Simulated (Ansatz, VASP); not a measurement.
**Two plane-wave programs on Pd4Pt**

```xyz
5
Lattice="4.6362 0.0000 0.0000 0.0000 4.6362 0.0000 0.0000 0.0000 4.6362" Properties=species:S:1:pos:R:3 pbc="T T T"
Pd    0.9251    0.9251    0.9251
Pd    3.7111    3.7111    0.9251
Pd    3.7111    0.9251    3.7111
Pd    0.9251    3.7111    3.7111
Pt    2.3181    2.3181    2.3181
```

Alike in both runs: functional PBE; k mesh 4 × 4 × 4; occupations gaussian, width 0.2 eV; no spin polarisation.

Ansatz relaxed the structure, and its values are those at the end. VASP's run is a single point on that final structure, the one shown.

```csv
,VASP,Ansatz
version,VASP 6.6.1,Ansatz 0.2.0
potentials or method,"VASP PAW PBE potentials, release 64 (Pd, Pt), cutoff 520 eV","scalar-relativistic, plane waves, PAW"
valence electrons in the cell,50,90
```

Ansatz gave:

- gap on the k mesh at the Fermi level (eV): none
- pressure (GPa): 0.6
- rms of the force components (eV/Å): 0.003

**Question.** What did VASP give for the same quantities?

**Answer.** gap on the k mesh at the Fermi level (eV): none; pressure (GPa): 0.2; rms of the force components (eV/Å): 0.009.

A gap of «none» marks a metal or a gap that the smearing closes. VASP's potentials hold 50 valence electrons a cell and Ansatz's 90, so a difference there can come from the potentials and not from the codes.

Neither program's run includes spin-orbit coupling.
